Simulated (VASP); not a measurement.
# Li2S (Fm-3m) in VASP: further runs

Li2S is run at these levels: PBE, r2SCAN, HSE06; tasks: single point.

All numbers are computed with VASP 6.6.1; they aren't measurements. Logs are shortened: lines on timing, memory, paths and dates and some standing lists are left out, and cuts for length are marked.

### 1 The cell of the first run

Symmetry: Fm-3m, No. 225, cubic system. The conventional cell has a = 5.691 Å, b = 5.691 Å, c = 5.691 Å, α = 90.00°, β = 90.00°, γ = 90.00°. S (site symmetry m-3m) has 8 Li at 2.46 Å within 3.3 Å. Li (site symmetry -43m) has 4 S at 2.46 Å and 6 Li at 2.85 Å within 3.3 Å.

### 2 Single point, PBE

Input file INCAR:

```
PREC = Accurate
ENCUT = 750
EDIFF = 1E-6
ISMEAR = 0
SIGMA = 0.01
LREAL = False
LASPH = True
NELM = 120
ALGO = Normal
ISIF = 2
LWAVE = False
LCHARG = False
GGA = PE
NBANDS = 13
GGA_COMPAT = False
```

Input file KPOINTS:

```
Automatic mesh
0
Gamma
  6 6 6
```

Input file POSCAR:

```
Li2S
1.0
    0.0000000000      2.8452942165      2.8452942165
    2.8452942165      0.0000000000      2.8452942165
    2.8452942165      2.8452942165      0.0000000000
S Li
1 2
Direct
    0.0000000000      0.0000000000      0.0000000000
    0.2500000000      0.2500000000      0.2500000000
    0.7500000000      0.7500000000      0.7500000000
```

Potentials or basis: VASP PAW PBE potentials, release 64 (S, Li_sv).

Started as:

```sh
$ cat potpaw_PBE.64/S/POTCAR potpaw_PBE.64/Li_sv/POTCAR > POTCAR
$ mpirun -np 1 vasp_std > vasp.out
```

OUTCAR:

```text
PREC = Accurate
   ENCUT = 750
   EDIFF = 1E-6
   ISMEAR = 0
   LREAL = False
   LASPH = True
   NELM = 120
   ISIF = 2
   GGA = PE

 ion  position               nearest neighbor table
   1  0.000  0.000  0.000-   3 2.46   3 2.46   3 2.46   2 2.46   3 2.46   2 2.46   2 2.46   2 2.46

   2  0.250  0.250  0.250-   1 2.46   1 2.46   1 2.46   1 2.46
   3  0.750  0.750  0.750-   1 2.46   1 2.46   1 2.46   1 2.46

  LATTYP: Found a face centered cubic cell.
 ALAT       =     5.6905884330

  Lattice vectors:

 A1 = (   0.0000000000,   2.8452942165,   2.8452942165)
 A2 = (   2.8452942165,   0.0000000000,   2.8452942165)
 A3 = (   2.8452942165,   2.8452942165,   0.0000000000)

Analysis of symmetry for initial positions (statically):
=====================================================================
 Subroutine PRICEL returns:
 Original cell was already a primitive cell.

 Routine SETGRP: Setting up the symmetry group for a
 face centered cubic supercell.

 Subroutine GETGRP returns: Found 48 space group operations
 (whereof 48 operations were pure point group operations)
 out of a pool of 48 trial point group operations.

The static configuration has the point symmetry O_h .

Analysis of symmetry for dynamics (positions and initial velocities):
=====================================================================
 Subroutine PRICEL returns:
 Original cell was already a primitive cell.

 Routine SETGRP: Setting up the symmetry group for a
 face centered cubic supercell.

 Subroutine GETGRP returns: Found 48 space group operations
 (whereof 48 operations were pure point group operations)
 out of a pool of 48 trial point group operations.

The dynamic configuration has the point symmetry O_h .

 Subroutine INISYM returns: Found 48 space group operations
 (whereof 48 operations are pure point group operations),
 and found     1 'primitive' translations

----------------------------------------------------------------------------------------

                                     Primitive cell

  volume of cell :      46.0693

  direct lattice vectors                    reciprocal lattice vectors
     0.000000000  2.845294217  2.845294217    -0.175728751  0.175728751  0.175728751
     2.845294217  0.000000000  2.845294217     0.175728751 -0.175728751  0.175728751
     2.845294217  2.845294217  0.000000000     0.175728751  0.175728751 -0.175728751

  length of vectors
     4.023853670  4.023853670  4.023853670     0.304371126  0.304371126  0.304371126

  position of ions in fractional coordinates (direct lattice)
     0.000000000  0.000000000  0.000000000
     0.250000000  0.250000000  0.250000000
     0.750000000  0.750000000  0.750000000

  ion indices of the primitive-cell ions
   primitive index   ion index
                 1           1
                 2           2
                 3           3

----------------------------------------------------------------------------------------

 KPOINTS: Automatic mesh

Automatic generation of k-mesh.
 Grid dimensions read from file:
 generate k-points for:    6    6    6

 Generating k-lattice:

  Cartesian coordinates                     Fractional coordinates (reciprocal lattice)
    -0.029288125  0.029288125  0.029288125     0.166666667  0.000000000  0.000000000
     0.029288125 -0.029288125  0.029288125     0.000000000  0.166666667  0.000000000
     0.029288125  0.029288125 -0.029288125     0.000000000  0.000000000  0.166666667

  Length of vectors
     0.050728521  0.050728521  0.050728521

  Shift w.r.t. Gamma in fractional coordinates (k-lattice)
     0.000000000  0.000000000  0.000000000

 Subroutine IBZKPT returns following result:
 ===========================================

 Found     16 irreducible k-points:

 Following reciprocal coordinates:
            Coordinates               Weight
  0.000000  0.000000  0.000000      1.000000
  0.166667  0.000000  0.000000      8.000000
  0.333333  0.000000  0.000000      8.000000
  0.500000  0.000000  0.000000      4.000000
  0.166667  0.166667  0.000000      6.000000
  0.333333  0.166667  0.000000     24.000000
[... 8 lines left out ...]
 -0.333333  0.333333  0.166667     24.000000
 -0.333333  0.500000  0.166667     12.000000
   k-points           NKPTS =     16   k-points in BZ     NKDIM =     16   number of bands    NBANDS=     13
   number of dos      NEDOS =    301   number of ions     NIONS =      3
   total plane-waves  NPLWV =  46656
   dimension x,y,z NGX =    36 NGY =   36 NGZ =   36
   dimension x,y,z NGXF=    72 NGYF=   72 NGZF=   72
   ions per type =               1   2
   NGX,Y,Z   is equivalent  to a cutoff of  14.87, 14.87, 14.87 a.u.
   NGXF,Y,Z  is equivalent  to a cutoff of  29.75, 29.75, 29.75 a.u.
 SYSTEM =  unknown system
   PREC   = accura    normal or accurate (medium, high low for compatibility)
   ISTART =      0    job   : 0-new  1-cont  2-samecut
   ICHARG =      2    charge: 1-file 2-atom 10-const
   ISPIN  =      1    spin polarized calculation?
   LNONCOLLINEAR =      F non collinear calculations
   LSORBIT =      F    spin-orbit coupling
   LASPH  =      T    aspherical Exc in radial PAW
   ENCUT  =  750.0 eV  55.12 Ry    7.42 a.u.   8.99  8.99  8.99*2*pi/ulx,y,z
   NELM   =    120;   NELMIN=  2; NELMDL= -5     # of ELM steps
   EDIFF  = 0.1E-05   stopping-criterion for ELM
   LREAL  =      F    real-space projection
   EDIFFG = 0.1E-04   stopping-criterion for IOM
   NSW    =      0    number of steps for IOM
   IBRION =     -1    ionic relax: 0-MD 1-quasi-New 2-CG
   NFREE  =      0    steps in history (QN), initial steepest desc. (CG)
   ISIF   =      2    stress and relaxation
   ISYM   =      2    0-nonsym 1-usesym 2-fastsym
   POTIM  = 0.5000    time-step for ionic-motion
   TEBEG  =    0.0;   TEEND  =   0.0 temperature during run
   PSTRESS=    0.0 pullay stress
   NELECT =      12.0000    total number of electrons
   NUPDOWN=      -1.0000    fix difference up-down
   EMIN   =  10.00;   EMAX   =-10.00  energy-range for DOS
   EFERMI =   0.00;   METHOD = LEGACY
   ISMEAR =     0;   SIGMA  =   0.01  broadening in eV -4-tet -1-fermi 0-gaus
   EFERMI_NEDOS =   21; number of points for ismear=-14 and -15
   IALGO  =     38    algorithm
   IMIX   =      4    mixing-type and parameters
     AMIX     =   0.40;   BMIX     =  1.00
     AMIX_MAG =   1.60;   BMIX_MAG =  1.00
  volume/ion in A,a.u.               =      15.36       103.63
  Fermi-wavevector in a.u.,A,eV,Ry     =   1.045518  1.975742 14.872628  1.093107
  Thomas-Fermi vector in A             =   2.180317
   LORBIT       =      0    0 simple, 1 ext, 2 COOP (PROOUT), +10 PAW based schemes
   GGA     = PE    functional components
   LHFCALC =     F    Hartree Fock is set to
   AEXX    =    0.0000 exact exchange contribution
   IVDW    =     0    specifies the selected vdW correction
   LEPSILON=     F    determine dielectric tensor
   LRPA    =     F    only Hartree local field effects (RPA)
 non-spin polarized calculation
 Gauss-broadening in eV      SIGMA  =   0.01
  energy-cutoff  :      750.00
  volume of cell :       46.07
 maximum number of plane-waves:      2174
   NGX = 17   NGY = 17   NGZ = 17

 number of electron      11.9999998 magnetization

 Free energy of the ion-electron system (eV)
  ---------------------------------------------------
  ext. energy  EPLUGINS =         0.00000000
  ---------------------------------------------------
  free energy    TOTEN  =       -11.99453933 eV

  energy without entropy =      -11.99453933  energy(sigma->0) =      -11.99453933

 E-fermi :   1.5964     XC(G=0):  -8.5223

 val. band max:        1.4867866147   @ k =   0.0000   0.0000   0.0000
 cond. band min:       4.8743488993   @ k =   0.5000   0.5000   0.0000
 fundamental gap:      3.3875622846
 Fermi energy:         1.5963708881

 k-point     1 :       0.0000    0.0000    0.0000
  band No.  band energies     occupation
      1     -42.6772      2.00000
      2     -42.6340      2.00000
      3      -9.5483      2.00000
      4       1.4868      2.00000
      5       1.4868      2.00000
      6       1.4868      2.00000
      7       5.7763      0.00000
      8       7.7189      0.00000
      9       7.7189      0.00000
     10       7.7189      0.00000
     11      12.6768      0.00000
     12      12.6768      0.00000
     13      13.9347      0.00000

 k-point     2 :       0.1667    0.0000    0.0000
  band No.  band energies     occupation
      1     -42.6741      2.00000
      2     -42.6367      2.00000
      3      -9.4498      2.00000
      4       0.5310      2.00000
      5       1.3395      2.00000
      6       1.3395      2.00000
      7       6.4381      0.00000
      8       8.0936      0.00000
      9       8.0936      0.00000
     10       8.3265      0.00000
     11      11.4459      0.00000
     12      11.4459      0.00000
     13      14.1955      0.00000

 k-point     3 :       0.3333    0.0000    0.0000
  band No.  band energies     occupation
      1     -42.6658      2.00000
      2     -42.6442      2.00000
      3      -9.2327      2.00000
      4      -0.8354      2.00000
      5       1.0872      2.00000
      6       1.0872      2.00000
      7       7.2461      0.00000
      8       8.2443      0.00000
      9       8.2444      0.00000
     10       9.4528      0.00000
     11      11.9266      0.00000
     12      11.9266      0.00000
     13      14.8969      0.00000
[... 177 lines left out ...]
 k-point    15 :      -0.3333    0.3333    0.1667
  band No.  band energies     occupation
      1     -42.6545      2.00000
      2     -42.6545      2.00000
      3      -9.0092      2.00000
      4      -0.8803      2.00000
      5      -0.0676      2.00000
      6       0.3070      2.00000
      7       7.1407      0.00000
      8       8.4044      0.00000
      9      10.4920      0.00000
     10      10.9816      0.00000
     11      11.2611      0.00000
     12      13.2499      0.00000
     13      14.8299      0.00000

 k-point    16 :      -0.3333    0.5000    0.1667
  band No.  band energies     occupation
      1     -42.6581      2.00000
      2     -42.6509      2.00000
      3      -8.9763      2.00000
      4      -0.5232      2.00000
      5      -0.2021      2.00000
      6      -0.1527      2.00000
      7       6.1682      0.00000
      8       9.4309      0.00000
      9       9.8606      0.00000
     10      11.5704      0.00000
     11      12.9958      0.00000
     12      13.9199      0.00000
     13      14.1069      0.00000

------------------------ aborting loop because EDIFF is reached ----------------------------------------

  FORCE on cell =-STRESS in cart. coord.  units (eV):
  Direction    XX          YY          ZZ          XY          YZ          ZX
  --------------------------------------------------------------------------------------
  -------------------------------------------------------------------------------------
  Total        0.0582404      0.0582404      0.0582404      0.0000000      0.0000000     -0.0000000
  in kB        2.0254603      2.0254603      2.0254603      0.0000000      0.0000000     -0.0000000
  external PRESSURE =       2.0254603 kB  Pullay stress =       0.0000000 kB

 VOLUME and BASIS-vectors are now :
 -----------------------------------------------------------------------------
  energy-cutoff  :      750.00
  volume of cell :       46.07
      direct lattice vectors                 reciprocal lattice vectors
     0.000000000  2.845294217  2.845294217    -0.175728751  0.175728751  0.175728751
     2.845294217  0.000000000  2.845294217     0.175728751 -0.175728751  0.175728751
     2.845294217  2.845294217  0.000000000     0.175728751  0.175728751 -0.175728751

 POSITION                                       TOTAL-FORCE (eV/Angst)
 -----------------------------------------------------------------------------------
      0.00000      0.00000      0.00000        -0.000000     -0.000000     -0.000000
      1.42265      1.42265      1.42265        -0.000000     -0.000000     -0.000000
      4.26794      4.26794      4.26794         0.000000      0.000000      0.000000
 -----------------------------------------------------------------------------------
    total drift:                                0.000000      0.000000      0.000000

  FREE ENERGIE OF THE ION-ELECTRON SYSTEM (eV)
  ---------------------------------------------------
  free  energy   TOTEN  =       -11.9945393327 eV

  energy  without entropy=      -11.9945393327  energy(sigma->0) =      -11.99453933
```

Wall time 14 s (1 thread of Intel Xeon Platinum 8488C (Sapphire Rapids), shared host); peak memory 0.19 GiB.

Results:

```
Free energy            : -11.9945 eV
Pressure               : 0.2 GPa
Band gap on the k mesh : 3.39 eV (least direct gap 4.29 eV)
```

A k mesh can miss the band edges.

[end of part 1 of 2]
